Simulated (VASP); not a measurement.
# ZrC (Pm-3m) in VASP: further runs

The runs below take ZrC through single point, with PBE.

Program: VASP 6.6.1. These are calculated values, not measurements. Logs are shortened: lines on timing, memory, paths and dates and some standing lists are left out, and cuts for length are marked.

## 1. The cell of the first run

Symmetry: Pm-3m, No. 221, cubic system. The conventional cell has a = 2.923 Å, b = 2.923 Å, c = 2.923 Å, α = 90.00°, β = 90.00°, γ = 90.00°. Within 3.3 Å of Zr (site symmetry m-3m) lie 8 C at 2.53 Å and 6 Zr at 2.92 Å. Within 3.3 Å of C (site symmetry m-3m) lie 8 Zr at 2.53 Å and 6 C at 2.92 Å.

## 2. Single point, PBE

The input, INCAR:

```
PREC = Accurate
ENCUT = 600
EDIFF = 1E-6
ISMEAR = 0
SIGMA = 0.2
LREAL = F
LASPH = T
NELM = 120
ALGO = Normal
ISIF = 2
LWAVE = F
LCHARG = F
GGA = PE
NBANDS = 15
GGA_COMPAT = F
```

The input, KPOINTS:

```
regular mesh
0
Gamma
  7 7 7
```

The input, POSCAR:

```
ZrC
1.0
    2.9227582844      0.0000000000      0.0000000000
    0.0000000000      2.9227582844      0.0000000000
    0.0000000000      0.0000000000      2.9227582844
Zr C
1 1
Direct
    0.5000000000      0.5000000000      0.5000000000
    0.0000000000      0.0000000000      0.0000000000
```

Potentials or basis: VASP PAW PBE potentials, release 64 (Zr_sv, C).

The run is started by

```bash
$ cat potpaw_PBE.64/Zr_sv/POTCAR potpaw_PBE.64/C/POTCAR > POTCAR
$ mpirun -np 1 vasp_std > vasp.out
```

OUTCAR:

```text
PREC = Accurate
   ENCUT = 600
   EDIFF = 1E-6
   ISMEAR = 0
   LREAL = F
   LASPH = T
   NELM = 120
   ISIF = 2
   GGA = PE

 ion  position               nearest neighbor table
   1  0.500  0.500  0.500-   2 2.53   2 2.53   2 2.53   2 2.53   2 2.53   2 2.53   2 2.53   2 2.53

   2  0.000  0.000  0.000-   1 2.53   1 2.53   1 2.53   1 2.53   1 2.53   1 2.53   1 2.53   1 2.53

  LATTYP: Found a simple cubic cell.
 ALAT       =     2.9227582844

  Lattice vectors:

 A1 = (   2.9227582844,   0.0000000000,   0.0000000000)
 A2 = (   0.0000000000,   2.9227582844,   0.0000000000)
 A3 = (   0.0000000000,   0.0000000000,   2.9227582844)

Analysis of symmetry for initial positions (statically):
=====================================================================
 Subroutine PRICEL returns:
 Original cell was already a primitive cell.

 Routine SETGRP: Setting up the symmetry group for a
 simple cubic supercell.

 Subroutine GETGRP returns: Found 48 space group operations
 (whereof 48 operations were pure point group operations)
 out of a pool of 48 trial point group operations.

The static configuration has the point symmetry O_h .

Analysis of symmetry for dynamics (positions and initial velocities):
=====================================================================
 Subroutine PRICEL returns:
 Original cell was already a primitive cell.

 Routine SETGRP: Setting up the symmetry group for a
 simple cubic supercell.

 Subroutine GETGRP returns: Found 48 space group operations
 (whereof 48 operations were pure point group operations)
 out of a pool of 48 trial point group operations.

The dynamic configuration has the point symmetry O_h .

 Subroutine INISYM returns: Found 48 space group operations
 (whereof 48 operations are pure point group operations),
 and found     1 'primitive' translations

----------------------------------------------------------------------------------------

                                     Primitive cell

  volume of cell :      24.9677

  direct lattice vectors                    reciprocal lattice vectors
     2.922758284  0.000000000  0.000000000     0.342142559  0.000000000  0.000000000
     0.000000000  2.922758284  0.000000000     0.000000000  0.342142559  0.000000000
     0.000000000  0.000000000  2.922758284     0.000000000  0.000000000  0.342142559

  length of vectors
     2.922758284  2.922758284  2.922758284     0.342142559  0.342142559  0.342142559

  position of ions in fractional coordinates (direct lattice)
     0.500000000  0.500000000  0.500000000
     0.000000000  0.000000000  0.000000000

  ion indices of the primitive-cell ions
   primitive index   ion index
                 1           1
                 2           2

----------------------------------------------------------------------------------------

 KPOINTS: regular mesh

Automatic generation of k-mesh.
 Grid dimensions read from file:
 generate k-points for:    7    7    7

 Generating k-lattice:

  Cartesian coordinates                     Fractional coordinates (reciprocal lattice)
     0.048877508  0.000000000  0.000000000     0.142857143  0.000000000  0.000000000
     0.000000000  0.048877508  0.000000000     0.000000000  0.142857143  0.000000000
     0.000000000  0.000000000  0.048877508     0.000000000  0.000000000  0.142857143

  Length of vectors
     0.048877508  0.048877508  0.048877508

  Shift w.r.t. Gamma in fractional coordinates (k-lattice)
     0.000000000  0.000000000  0.000000000

 Subroutine IBZKPT returns following result:
 ===========================================

 Found     20 irreducible k-points:

 Following reciprocal coordinates:
            Coordinates               Weight
  0.000000  0.000000  0.000000      1.000000
  0.142857  0.000000  0.000000      6.000000
  0.285714  0.000000  0.000000      6.000000
  0.428571  0.000000  0.000000      6.000000
  0.142857  0.142857  0.000000     12.000000
  0.285714  0.142857  0.000000     24.000000
[... 12 lines left out ...]
  0.428571  0.428571  0.285714     24.000000
  0.428571  0.428571  0.428571      8.000000
   k-points           NKPTS =     20   k-points in BZ     NKDIM =     20   number of bands    NBANDS=     15
   number of dos      NEDOS =    301   number of ions     NIONS =      2
   total plane-waves  NPLWV =  13824
   dimension x,y,z NGX =    24 NGY =   24 NGZ =   24
   dimension x,y,z NGXF=    48 NGYF=   48 NGZF=   48
   ions per type =               1   1
   NGX,Y,Z   is equivalent  to a cutoff of  13.65, 13.65, 13.65 a.u.
   NGXF,Y,Z  is equivalent  to a cutoff of  27.30, 27.30, 27.30 a.u.
 SYSTEM =  unknown system
   PREC   = accura    normal or accurate (medium, high low for compatibility)
   ISTART =      0    job   : 0-new  1-cont  2-samecut
   ICHARG =      2    charge: 1-file 2-atom 10-const
   ISPIN  =      1    spin polarized calculation?
   LNONCOLLINEAR =      F non collinear calculations
   LSORBIT =      F    spin-orbit coupling
   LASPH  =      T    aspherical Exc in radial PAW
   ENCUT  =  600.0 eV  44.10 Ry    6.64 a.u.   5.84  5.84  5.84*2*pi/ulx,y,z
   NELM   =    120;   NELMIN=  2; NELMDL= -5     # of ELM steps
   EDIFF  = 0.1E-05   stopping-criterion for ELM
   LREAL  =      F    real-space projection
   EDIFFG = 0.1E-04   stopping-criterion for IOM
   NSW    =      0    number of steps for IOM
   IBRION =     -1    ionic relax: 0-MD 1-quasi-New 2-CG
   NFREE  =      0    steps in history (QN), initial steepest desc. (CG)
   ISIF   =      2    stress and relaxation
   ISYM   =      2    0-nonsym 1-usesym 2-fastsym
   POTIM  = 0.5000    time-step for ionic-motion
   TEBEG  =    0.0;   TEEND  =   0.0 temperature during run
   PSTRESS=    0.0 pullay stress
   NELECT =      16.0000    total number of electrons
   NUPDOWN=      -1.0000    fix difference up-down
   EMIN   =  10.00;   EMAX   =-10.00  energy-range for DOS
   EFERMI =   0.00;   METHOD = LEGACY
   ISMEAR =     0;   SIGMA  =   0.20  broadening in eV -4-tet -1-fermi 0-gaus
   EFERMI_NEDOS =   21; number of points for ismear=-14 and -15
   IALGO  =     38    algorithm
   IMIX   =      4    mixing-type and parameters
     AMIX     =   0.40;   BMIX     =  1.00
     AMIX_MAG =   1.60;   BMIX_MAG =  1.00
  volume/ion in A,a.u.               =      12.48        84.25
  Fermi-wavevector in a.u.,A,eV,Ry     =   1.411417  2.667191 27.104127  1.992097
  Thomas-Fermi vector in A             =   2.533270
   LORBIT       =      0    0 simple, 1 ext, 2 COOP (PROOUT), +10 PAW based schemes
   GGA     = PE    functional components
   LHFCALC =     F    Hartree Fock is set to
   AEXX    =    0.0000 exact exchange contribution
   IVDW    =     0    specifies the selected vdW correction
   LEPSILON=     F    determine dielectric tensor
   LRPA    =     F    only Hartree local field effects (RPA)
 non-spin polarized calculation
 Gauss-broadening in eV      SIGMA  =   0.20
  energy-cutoff  :      600.00
  volume of cell :       24.97
 maximum number of plane-waves:       858
 NGX is ok and might be reduce to    24
   NGX = 11   NGY = 11   NGZ = 11

 number of electron      16.0000000 magnetization

 Free energy of the ion-electron system (eV)
  ---------------------------------------------------
  ext. energy  EPLUGINS =         0.00000000
  ---------------------------------------------------
  free energy    TOTEN  =       -17.00229674 eV

  energy without entropy =      -16.94185972  energy(sigma->0) =      -16.97207823

 E-fermi :  10.4256     XC(G=0): -12.4277

 val. band max:       10.3589148350   @ k =   0.4286   0.4286   0.1429
 cond. band min:      10.4399425758   @ k =   0.2857   0.2857   0.0000
 fundamental gap:      0.0810277408
 Fermi energy:        10.4255617714

 k-point     1 :       0.0000    0.0000    0.0000
  band No.  band energies     occupation
      1     -38.2150      2.00000
      2     -15.6842      2.00000
      3     -15.6842      2.00000
      4     -15.6842      2.00000
      5      -1.4044      2.00000
      6       8.4790      2.00000
      7       8.4790      2.00000
      8      11.5817      0.00000
      9      11.5817      0.00000
     10      11.5817      0.00000
     11      15.6381      0.00000
     12      15.6381      0.00000
     13      15.6381      0.00000
     14      18.3229      0.00000
     15      27.3091      0.00000

 k-point     2 :       0.1429    0.0000    0.0000
  band No.  band energies     occupation
      1     -38.1885      2.00000
      2     -15.9424      2.00000
      3     -15.6604      2.00000
      4     -15.6604      2.00000
      5      -1.0170      2.00000
      6       8.2307      2.00000
      7       8.6501      2.00000
      8      11.0386      0.00001
      9      11.0386      0.00001
     10      11.6220      0.00000
     11      15.7202      0.00000
     12      16.1209      0.00000
     13      16.1209      0.00000
     14      19.0851      0.00000
     15      24.8121      0.00000

 k-point     3 :       0.2857    0.0000    0.0000
  band No.  band energies     occupation
      1     -38.1284      2.00000
      2     -16.4874      2.00000
      3     -15.6065      2.00000
      4     -15.6065      2.00000
      5      -0.0270      2.00000
      6       6.7295      2.00000
      7       9.0767      2.00000
      8      10.0755      1.98668
      9      10.0755      1.98668
     10      13.3470      0.00000
     11      15.9126      0.00000
     12      17.0737      0.00000
     13      17.0737      0.00000
     14      20.3052      0.00000
     15      22.0209      0.00000

 k-point     4 :       0.4286    0.0000    0.0000
  band No.  band energies     occupation
      1     -38.0794      2.00000
      2     -16.8950      2.00000
      3     -15.5627      2.00000
      4     -15.5627      2.00000
      5       1.0968      2.00000
      6       5.0770      2.00000
      7       9.4415      2.00000
      8       9.4415      2.00000
      9       9.4749      2.00000
     10      15.9157      0.00000
     11      16.0757      0.00000
     12      17.8686      0.00000
     13      17.8686      0.00000
     14      20.3881      0.00000
     15      21.1157      0.00000
[... 235 lines left out ...]
 k-point    18 :       0.4286    0.2857    0.2857
  band No.  band energies     occupation
      1     -37.9162      2.00000
      2     -16.6255      2.00000
      3     -16.2148      2.00000
      4     -16.1680      2.00000
      5       1.2873      2.00000
      6       6.4320      2.00000
      7       6.4940      2.00000
      8       9.4231      2.00000
      9      12.9112      0.00000
     10      13.4414      0.00000
     11      14.5102      0.00000
     12      17.4191      0.00000
     13      18.4638      0.00000
     14      21.4434      0.00000
     15      24.0804      0.00000

 k-point    19 :       0.4286    0.4286    0.2857
  band No.  band energies     occupation
      1     -37.8708      2.00000
      2     -16.5576      2.00000
      3     -16.5469      2.00000
      4     -16.1331      2.00000
      5       1.5393      2.00000
      6       6.0148      2.00000
      7       6.1597      2.00000
      8       8.1954      2.00000
      9      13.2767      0.00000
     10      15.3083      0.00000
     11      15.5328      0.00000
     12      17.8297      0.00000
     13      18.2847      0.00000
     14      21.6577      0.00000
     15      23.3554      0.00000

 k-point    20 :       0.4286    0.4286    0.4286
  band No.  band energies     occupation
      1     -37.8262      2.00000
      2     -16.4934      2.00000
      3     -16.4799      2.00000
      4     -16.4799      2.00000
      5       2.3808      2.00000
      6       5.3614      2.00000
      7       5.3614      2.00000
      8       6.3486      2.00000
      9      16.4540      0.00000
     10      16.4540      0.00000
     11      16.8049      0.00000
     12      18.7067      0.00000
     13      18.7067      0.00000
     14      20.8380      0.00000
     15      21.7180      0.00000

------------------------ aborting loop because EDIFF is reached ----------------------------------------

  FORCE on cell =-STRESS in cart. coord.  units (eV):
  Direction    XX          YY          ZZ          XY          YZ          ZX
  --------------------------------------------------------------------------------------
  -------------------------------------------------------------------------------------
  Total        0.0171002      0.0171002      0.0171002     -0.0000000      0.0000000     -0.0000000
  in kB        1.0973188      1.0973188      1.0973188     -0.0000000      0.0000000     -0.0000000
  external PRESSURE =       1.0973188 kB  Pullay stress =       0.0000000 kB

 VOLUME and BASIS-vectors are now :
 -----------------------------------------------------------------------------
  energy-cutoff  :      600.00
  volume of cell :       24.97
      direct lattice vectors                 reciprocal lattice vectors
     2.922758284  0.000000000  0.000000000     0.342142559  0.000000000  0.000000000
     0.000000000  2.922758284  0.000000000     0.000000000  0.342142559  0.000000000
     0.000000000  0.000000000  2.922758284     0.000000000  0.000000000  0.342142559

 POSITION                                       TOTAL-FORCE (eV/Angst)
 -----------------------------------------------------------------------------------
      1.46138      1.46138      1.46138         0.000000      0.000000      0.000000
      0.00000      0.00000      0.00000         0.000000      0.000000      0.000000
 -----------------------------------------------------------------------------------
    total drift:                                0.000000     -0.000000     -0.000000

  FREE ENERGIE OF THE ION-ELECTRON SYSTEM (eV)
  ---------------------------------------------------
  free  energy   TOTEN  =       -17.0022967385 eV

  energy  without entropy=      -16.9418597240  energy(sigma->0) =      -16.97207823
```

It took 14 s on 1 thread of Intel Xeon 8259CL, shared host; peak memory 0.14 GiB.

Results:

```
Free energy            : -17.0023 eV
Pressure               : 0.1 GPa
Band gap on the k mesh : zero (band 8 reaches 11.58 eV, above the bottom of band 9 at 9.47 eV)
```

Levels at points of the mesh, in eV from the Fermi level:
```
           k point  band 4  band 5  band 6  band 7  band 8  band 9  band 10  band 11  band 12  band 13
(0.00, 0.00, 0.00)  -26.11  -11.83   -1.95   -1.95    1.16    1.16     1.16     5.21     5.21     5.21
```

[end of part 1 of 2]
